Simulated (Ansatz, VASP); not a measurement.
**Cu: VASP beside Ansatz**

```xyz
3
Lattice="3.9387 0.0000 0.0000 -1.9693 3.4110 0.0000 0.0000 0.0000 2.3657" Properties=species:S:1:pos:R:3 pbc="T T T"
Cu   -1.9693    3.4110    0.0000
Cu    0.0000    2.2740    1.1829
Cu    1.9693    1.1370    1.1829
```

Alike in both runs: task single point; functional PBEsol; k mesh 10 × 10 × 14; occupations fermi-dirac, width 0.1 eV; no spin polarisation.

|  | VASP | Ansatz |
| --- | --- | --- |
| version | VASP 6.6.1 | Ansatz 0.2.0 |
| potentials or method | VASP PAW PBE potentials, release 64 (Cu), cutoff 520 eV | plane waves (420 eV) with PAW, scalar-relativistic |
| valence electrons in the cell | 33 | 57 |

Ansatz gave:

- pressure (GPa): 16.5
- traceless stress, the component that is largest in VASP (GPa): -0.47

Q: What did VASP give for the same quantities?

A: Pressure (GPa): 17.3; traceless stress, the component that is largest in VASP (GPa): -0.57.

VASP's potentials were made for PBE, not for PBEsol, and Ansatz warns of the same on its side. VASP's potentials hold 33 valence electrons a cell and Ansatz's 57, so a difference there can come from the potentials and not from the codes.
